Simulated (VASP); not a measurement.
A run of VASP 6.6.1 is set up as follows.

INCAR

```
  PREC = Accurate
  ENCUT = 520
  EDIFF = 1E-6
  ISMEAR = -1
  SIGMA = 0.1
  LREAL = False
  LASPH = True
  NELM = 80
  ALGO = Normal
  ISIF = 2
  LWAVE = False
  LCHARG = True
  GGA = PE
  LELF = True
  LVHAR = True
  NBANDS = 18
```

The input KPOINTS:

```
Automatic mesh
0
Gamma
  12 12 12
```

The input POSCAR:

```
Lu
1.0
    2.4576173112      0.0000000000      0.0000000000
    0.0000000000      2.4576173112      0.0000000000
    0.0000000000      0.0000000000      2.4576173112
Lu
1
Direct
    0.0000000000      0.0000000000      0.0000000000
```

Potentials or basis: VASP PAW PBE potentials, release 64 (Lu).

Command:

```console
$ cat potpaw_PBE.64/Lu/POTCAR > POTCAR
$ mpirun -np 1 vasp_std > vasp.out
```

Q: Estimate the pressure.

A: 100.6 GPa.
